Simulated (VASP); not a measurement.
Runs of VASP 6.6.1 on K. The structure is that of space group I4/mmm (No. 139), or close to it. The cells are those of the table. 

| cell | gap on the mesh (eV) | pressure (GPa) |
| --- | --- | --- |
| a = 4.651 Å, angles 107.5, 107.5, 113.4°, 1 atom | none | -0.1 |
| a = 4.574 Å, angles 108.1, 108.1, 112.1°, 1 atom | none | 0.0 |
| a = 4.615 Å, angles 106.9, 106.9, 114.8°, 1 atom | none | -0.1 |
| a = 4.687 Å, angles 108.2, 108.2, 112.1°, 1 atom | none | (a) |
| a = 4.611 Å, angles 110.8, 110.8, 106.8°, 1 atom | none | -0.1 |

Alike in all rows: task single point; level PBE; potentials or basis VASP PAW PBE potentials, release 64 (K_sv); no spin polarisation; k mesh 14 × 14 × 14; cutoff (eV) 520; smearing gaussian 0.15 eV.

Fill in the values left out.

(a) -0.2.

A gap of «none» marks levels without a gap at the run's occupations.
